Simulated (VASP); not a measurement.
# Ta2SiO3 (P-3m1) in VASP: single point with PBE

Aim: the single point of Ta2SiO3 with PBE.

Everything below comes from runs of VASP 6.6.1. Logs are shortened: lines on timing, memory, paths and dates and some standing lists are left out, and cuts for length are marked.

## (1) The cell of the first run

It takes space group P-3m1 (No. 164, trigonal). The conventional cell has a = 3.508 Å, b = 3.508 Å, c = 6.708 Å, α = 90.00°, β = 90.00°, γ = 120.00°. Within 2.7 Å of Ta (site symmetry 3m) lie 7 O at 2.03 to 2.58 Å. Si (site symmetry -3m) has 6 Ta at 2.86 Å and 8 O at 2.93 to 3.35 Å and 6 Si at 3.51 Å within 3.8 Å. Within 3.1 Å of O (site symmetry -3m) lie 6 O at 2.38 Å and 6 Ta at 2.43 Å. Within 2.7 Å of O (site symmetry 3m) lie 4 Ta at 2.03 to 2.58 Å and 3 O at 2.38 Å.

The cell was built from a structure type or drawn by symmetry, and may not be a known phase.

## (2) Single point, PBE

Input file INCAR:

```
SYSTEM = Ta2SiO3
ALGO = Normal
EDIFF = 1E-6
ENCUT = 600
GGA = PE
GGA_COMPAT = .False.
ISIF = 2
ISMEAR = 0
LASPH = .True.
LCHARG = .True.
LELF = .True.
LREAL = .False.
LVHAR = .True.
LWAVE = .False.
NBANDS = 31
NELM = 120
PREC = Accurate
SIGMA = 0.15
```

Input file KPOINTS:

```
k-points
0
Gamma
  4 4 2
  0 0 0
```

Input file POSCAR:

```
Ta2SiO3
1.0
    3.5083006481     -0.0000000031      0.0000000000
   -1.7541503213      3.0382774869      0.0000000000
    0.0000000000      0.0000000000      6.7083149992
Ta Si O
2 1 3
Direct
    0.3333333333      0.6666666667      0.6999473992
    0.6666666667      0.3333333333      0.3000526008
    0.0000000000      0.0000000000      0.0000000000
    0.0000000000      0.0000000000      0.5000000000
    0.3333333333      0.6666666667      0.3148771116
    0.6666666667      0.3333333333      0.6851228884
```

Potentials or basis: VASP PAW PBE potentials, release 64 (Ta_pv, Si, O).

Launch:

```
$ cat potpaw_PBE.64/Ta_pv/POTCAR potpaw_PBE.64/Si/POTCAR potpaw_PBE.64/O/POTCAR > POTCAR
$ mpirun -np 1 vasp_std > vasp.out
```

OUTCAR:

```text
SYSTEM = Ta2SiO3
   EDIFF = 1E-6
   ENCUT = 600
   GGA = PE
   ISIF = 2
   ISMEAR = 0
   LASPH = .True.
   LREAL = .False.
   NELM = 120
   PREC = Accurate

 ion  position               nearest neighbor table
   1  0.333  0.667  0.700-   6 2.03   6 2.03   6 2.03   4 2.43   4 2.43   4 2.43   5 2.58   3 2.86
                             3 2.86   3 2.86   2 3.36   2 3.36   2 3.36
   2  0.667  0.333  0.300-   5 2.03   5 2.03   5 2.03   4 2.43   4 2.43   4 2.43   6 2.58   3 2.86
                             3 2.86   3 2.86   1 3.36   1 3.36   1 3.36
   3  0.000  0.000  0.000-   1 2.86   2 2.86   1 2.86   2 2.86   2 2.86   1 2.86
   4  0.000  0.000  0.500-   1 2.43   2 2.43   1 2.43   2 2.43   2 2.43   1 2.43
   5  0.333  0.667  0.315-   2 2.03   2 2.03   2 2.03   1 2.58
   6  0.667  0.333  0.685-   1 2.03   1 2.03   1 2.03   2 2.58

  LATTYP: Found a hexagonal cell.
 ALAT       =     3.5083006481
 C/A-ratio  =     1.9121266026

  Lattice vectors:

 A1 = (   3.5083006481,  -0.0000000031,   0.0000000000)
 A2 = (  -1.7541503213,   3.0382774869,   0.0000000000)
 A3 = (   0.0000000000,   0.0000000000,   6.7083149992)

Analysis of symmetry for initial positions (statically):
=====================================================================
 Subroutine PRICEL returns:
 Original cell was already a primitive cell.

 Routine SETGRP: Setting up the symmetry group for a
 hexagonal supercell.

 Subroutine GETGRP returns: Found 12 space group operations
 (whereof 12 operations were pure point group operations)
 out of a pool of 24 trial point group operations.

The static configuration has the point symmetry D_3d.

Analysis of symmetry for dynamics (positions and initial velocities):
=====================================================================
 Subroutine PRICEL returns:
 Original cell was already a primitive cell.

 Routine SETGRP: Setting up the symmetry group for a
 hexagonal supercell.

 Subroutine GETGRP returns: Found 12 space group operations
 (whereof 12 operations were pure point group operations)
 out of a pool of 24 trial point group operations.

The dynamic configuration has the point symmetry D_3d.

 Subroutine INISYM returns: Found 12 space group operations
 (whereof 12 operations are pure point group operations),
 and found     1 'primitive' translations

----------------------------------------------------------------------------------------

                                     Primitive cell

  volume of cell :      71.5052

  direct lattice vectors                    reciprocal lattice vectors
     3.508300648 -0.000000003  0.000000000     0.285038285  0.164566930  0.000000000
    -1.754150321  3.038277487  0.000000000     0.000000000  0.329133861  0.000000000
     0.000000000  0.000000000  6.708314999     0.000000000  0.000000000  0.149068730

  length of vectors
     3.508300648  3.508300648  6.708314999     0.329133861  0.329133861  0.149068730

  position of ions in fractional coordinates (direct lattice)
     0.333333333  0.666666667  0.699947399
     0.666666667  0.333333333  0.300052601
     0.000000000  0.000000000  0.000000000
     0.000000000  0.000000000  0.500000000
     0.333333333  0.666666667  0.314877112
     0.666666667  0.333333333  0.685122888

  ion indices of the primitive-cell ions
   primitive index   ion index
                 1           1
                 2           2
                 3           3
                 4           4
                 5           5
                 6           6

----------------------------------------------------------------------------------------

 KPOINTS: k-points

Automatic generation of k-mesh.
 Grid dimensions read from file:
 generate k-points for:    4    4    2

 Generating k-lattice:

  Cartesian coordinates                     Fractional coordinates (reciprocal lattice)
     0.071259571  0.041141733  0.000000000     0.250000000  0.000000000  0.000000000
     0.000000000  0.082283465  0.000000000    -0.000000000  0.250000000  0.000000000
     0.000000000  0.000000000  0.074534365     0.000000000  0.000000000  0.500000000

  Length of vectors
     0.082283465  0.082283465  0.074534365

  Shift w.r.t. Gamma in fractional coordinates (k-lattice)
     0.000000000  0.000000000  0.000000000

 Subroutine IBZKPT returns following result:
 ===========================================

 Found      8 irreducible k-points:

 Following reciprocal coordinates:
            Coordinates               Weight
  0.000000  0.000000  0.000000      1.000000
  0.250000 -0.000000  0.000000      6.000000
  0.500000 -0.000000  0.000000      3.000000
  0.250000  0.250000  0.000000      6.000000
  0.000000  0.000000  0.500000      1.000000
  0.250000 -0.000000  0.500000      6.000000
  0.500000 -0.000000  0.500000      3.000000
  0.250000  0.250000  0.500000      6.000000
   k-points           NKPTS =      8   k-points in BZ     NKDIM =      8   number of bands    NBANDS=     31
   number of dos      NEDOS =    301   number of ions     NIONS =      6
   total plane-waves  NPLWV =  42336
   dimension x,y,z NGX =    28 NGY =   28 NGZ =   54
   dimension x,y,z NGXF=    56 NGYF=   56 NGZF=  108
   ions per type =               2   1   3
   NGX,Y,Z   is equivalent  to a cutoff of  13.27, 13.27, 13.38 a.u.
   NGXF,Y,Z  is equivalent  to a cutoff of  26.54, 26.54, 26.76 a.u.
 SYSTEM =  Ta2SiO3
   PREC   = accura    normal or accurate (medium, high low for compatibility)
   ISTART =      0    job   : 0-new  1-cont  2-samecut
   ICHARG =      2    charge: 1-file 2-atom 10-const
   ISPIN  =      1    spin polarized calculation?
   LNONCOLLINEAR =      F non collinear calculations
   LSORBIT =      F    spin-orbit coupling
   LASPH  =      T    aspherical Exc in radial PAW
   ENCUT  =  600.0 eV  44.10 Ry    6.64 a.u.   7.01  7.01 13.40*2*pi/ulx,y,z
   NELM   =    120;   NELMIN=  2; NELMDL= -5     # of ELM steps
   EDIFF  = 0.1E-05   stopping-criterion for ELM
   LREAL  =      F    real-space projection
   EDIFFG = 0.1E-04   stopping-criterion for IOM
   NSW    =      0    number of steps for IOM
   IBRION =     -1    ionic relax: 0-MD 1-quasi-New 2-CG
   NFREE  =      0    steps in history (QN), initial steepest desc. (CG)
   ISIF   =      2    stress and relaxation
   ISYM   =      2    0-nonsym 1-usesym 2-fastsym
   POTIM  = 0.5000    time-step for ionic-motion
   TEBEG  =    0.0;   TEEND  =   0.0 temperature during run
   PSTRESS=    0.0 pullay stress
   NELECT =      44.0000    total number of electrons
   NUPDOWN=      -1.0000    fix difference up-down
   EMIN   =  10.00;   EMAX   =-10.00  energy-range for DOS
   EFERMI =   0.00;   METHOD = LEGACY
   ISMEAR =     0;   SIGMA  =   0.15  broadening in eV -4-tet -1-fermi 0-gaus
   EFERMI_NEDOS =   21; number of points for ismear=-14 and -15
   IALGO  =     38    algorithm
   IMIX   =      4    mixing-type and parameters
     AMIX     =   0.40;   BMIX     =  1.00
     AMIX_MAG =   1.60;   BMIX_MAG =  1.00
  volume/ion in A,a.u.               =      11.92        80.42
  Fermi-wavevector in a.u.,A,eV,Ry     =   1.392451  2.631350 26.380594  1.938919
  Thomas-Fermi vector in A             =   2.516192
   LORBIT       =      0    0 simple, 1 ext, 2 COOP (PROOUT), +10 PAW based schemes
   GGA     = PE    functional components
   LHFCALC =     F    Hartree Fock is set to
   AEXX    =    0.0000 exact exchange contribution
   IVDW    =     0    specifies the selected vdW correction
   LEPSILON=     F    determine dielectric tensor
   LRPA    =     F    only Hartree local field effects (RPA)
 non-spin polarized calculation
 Gauss-broadening in eV      SIGMA  =   0.15
  energy-cutoff  :      600.00
  volume of cell :       71.51
 maximum number of plane-waves:      2416
 NGX is ok and might be reduce to    28
   NGX = 13   NGY = 13   NGZ = 27

 number of electron      43.9999996 magnetization

 Free energy of the ion-electron system (eV)
  ---------------------------------------------------
  ext. energy  EPLUGINS =         0.00000000
  ---------------------------------------------------
  free energy    TOTEN  =       -52.22937347 eV

  energy without entropy =      -52.22795592  energy(sigma->0) =      -52.22866469

 E-fermi :   7.3216     XC(G=0): -12.1370

 val. band max:        7.0955920359   @ k =   0.0000   0.0000   0.0000
 cond. band min:       7.5576220898   @ k =   0.5000  -0.0000   0.0000
 fundamental gap:      0.4620300539
 Fermi energy:         7.3216491764

 k-point     1 :       0.0000    0.0000    0.0000
  band No.  band energies     occupation
      1     -28.9734      2.00000
      2     -28.9734      2.00000
      3     -28.9465      2.00000
      4     -28.9465      2.00000
      5     -28.9172      2.00000
      6     -28.7351      2.00000
[... 23 lines left out ...]
     30      12.1410      0.00000
     31      12.1410      0.00000

 k-point     2 :       0.2500   -0.0000    0.0000
  band No.  band energies     occupation
      1     -29.1276      2.00000
      2     -29.1043      2.00000
      3     -29.0078      2.00000
      4     -28.9694      2.00000
      5     -28.8661      2.00000
      6     -28.7405      2.00000
[... 23 lines left out ...]
     30      11.5061      0.00000
     31      11.7061      0.00000

 k-point     3 :       0.5000   -0.0000    0.0000
  band No.  band energies     occupation
      1     -29.2769      2.00000
      2     -29.2409      2.00000
      3     -29.0405      2.00000
      4     -28.9935      2.00000
      5     -28.8149      2.00000
      6     -28.7604      2.00000
[... 23 lines left out ...]
     30      11.0611      0.00000
     31      12.2119      0.00000

 k-point     4 :       0.2500    0.2500    0.0000
  band No.  band energies     occupation
      1     -29.2162      2.00000
      2     -29.2142      2.00000
      3     -29.0889      2.00000
      4     -29.0385      2.00000
      5     -28.8141      2.00000
      6     -28.7593      2.00000
[... 91 lines left out ...]
     30      11.8652      0.00000
     31      11.9209      0.00000

 k-point     7 :       0.5000   -0.0000    0.5000
  band No.  band energies     occupation
      1     -29.2767      2.00000
      2     -29.2422      2.00000
      3     -29.0400      2.00000
      4     -28.9941      2.00000
      5     -28.8126      2.00000
      6     -28.7615      2.00000
[... 23 lines left out ...]
     30      11.1109      0.00000
     31      12.6627      0.00000

 k-point     8 :       0.2500    0.2500    0.5000
  band No.  band energies     occupation
      1     -29.2165      2.00000
      2     -29.2148      2.00000
      3     -29.0883      2.00000
      4     -29.0393      2.00000
      5     -28.8115      2.00000
      6     -28.7607      2.00000
[... 23 lines left out ...]
     30      11.2301      0.00000
     31      11.6180      0.00000

------------------------ aborting loop because EDIFF is reached ----------------------------------------

  FORCE on cell =-STRESS in cart. coord.  units (eV):
  Direction    XX          YY          ZZ          XY          YZ          ZX
  --------------------------------------------------------------------------------------
  -------------------------------------------------------------------------------------
  Total        0.3825171      0.3825171     -0.1873354      0.0000000      0.0000000     -0.0000000
  in kB        8.5708467      8.5708467     -4.1975206      0.0000000      0.0000000     -0.0000000
  external PRESSURE =       4.3147243 kB  Pullay stress =       0.0000000 kB

 VOLUME and BASIS-vectors are now :
 -----------------------------------------------------------------------------
  energy-cutoff  :      600.00
  volume of cell :       71.51
      direct lattice vectors                 reciprocal lattice vectors
     3.508300648 -0.000000003  0.000000000     0.285038285  0.164566930  0.000000000
    -1.754150321  3.038277487  0.000000000     0.000000000  0.329133861  0.000000000
     0.000000000  0.000000000  6.708314999     0.000000000  0.000000000  0.149068730

 POSITION                                       TOTAL-FORCE (eV/Angst)
 -----------------------------------------------------------------------------------
      0.00000      2.02552      4.69547        -0.000000      0.000000     -0.019492
      1.75415      1.01276      2.01285        -0.000000      0.000000      0.019492
      0.00000      0.00000      0.00000        -0.000000      0.000000      0.000000
      0.00000      0.00000      3.35416        -0.000000      0.000000      0.000000
      0.00000      2.02552      2.11229         0.000000      0.000000      0.030815
      1.75415      1.01276      4.59602         0.000000     -0.000000     -0.030815
 -----------------------------------------------------------------------------------
    total drift:                                0.000000     -0.000000     -0.000000

  FREE ENERGIE OF THE ION-ELECTRON SYSTEM (eV)
  ---------------------------------------------------
  free  energy   TOTEN  =       -52.2293734702 eV

  energy  without entropy=      -52.2279559163  energy(sigma->0) =      -52.22866469
```

Wall time 13 s (1 thread of Intel Xeon 6975P-C (Granite Rapids), shared host); peak memory 0.2 GiB.

Results:

```
Free energy            : -52.2294 eV
Pressure               : 0.4 GPa
Largest force          : 0.031 eV/Å
Band gap on the k mesh : 0.46 eV (least direct gap 0.85 eV)
```

Forces in eV/Å, atoms in the order of the input:
```
Ta   0.000  0.000 -0.019
Ta   0.000  0.000  0.019
Si   0.000  0.000  0.000
O    0.000  0.000  0.000
O    0.000  0.000  0.031
O    0.000  0.000 -0.031
```

Caveat: the k points lie up to 0.52 Å⁻¹ apart; spin-orbit coupling is left out, which moves the levels of the heavy elements.
